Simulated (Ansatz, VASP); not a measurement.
**Ir: VASP beside Ansatz**

The input INCAR:

```
SYSTEM = Ir
PREC = Accurate
ENCUT = 520
EDIFF = 1E-6
ISMEAR = -1
SIGMA = 0.05
LREAL = .False.
LASPH = .True.
NELM = 60
ALGO = Normal
ISIF = 2
LWAVE = .False.
LCHARG = .False.
GGA = PS
NBANDS = 16
```

KPOINTS

```
Automatic mesh
0
Gamma
  13 13 13
  0 0 0
```

File POSCAR:

```
Ir
1.0
    0.0000000000      2.6080444370      2.6080444370
    2.6080444370      0.0000000000      2.6080444370
    2.6080444370      2.6080444370      0.0000000000
Ir
2
Direct
   -0.1250000000     -0.1250000000     -0.1250000000
    0.1250000000      0.1250000000      0.1250000000
```

Input for Ansatz:

```yaml
crystal:
  lattice:
    - [0.0, 2.608044437, 2.608044437]
    - [2.608044437, 0.0, 2.608044437]
    - [2.608044437, 2.608044437, 0.0]
  atoms:
    - { symbol: Ir, position: [-0.125, -0.125, -0.125] }
    - { symbol: Ir, position: [0.125, 0.125, 0.125] }
kpoints:
  mp_grid: { grid: [13, 13, 13] }
scf:
  occupations: { method: fermi_dirac, width: 0.05 }
hamiltonian:
  xc: pbesol
  pseudopotentials: { kind: all_electron, lapw: { basis_error: 0.001 } }
output:
  forces: true
  stress: true
  eigenvalues: true
  populations: true
```

Change from the starting cell: volume scaled by 0.85, LAPW.

Alike in both runs: task single point; functional PBEsol; k mesh 13 × 13 × 13; occupations fermi-dirac, width 0.05 eV; no spin polarisation.

```csv
,VASP,Ansatz
version,VASP 6.6.1,Ansatz 0.2.0
potentials or method,"VASP PAW PBE potentials, release 64 (Ir), cutoff 520 eV","all-electron LAPW, scalar-relativistic"
```

```tsv
	VASP	Ansatz	Ansatz less VASP
pressure (GPa)	47.6	49.6	+2.08
```

VASP's potentials were made for PBE, not for PBEsol. Both programs put the cell under a high pressure, so it lies far from rest at this level. Ansatz ran all-electron here, and VASP with PAW potentials.

Spin-orbit coupling is off throughout.
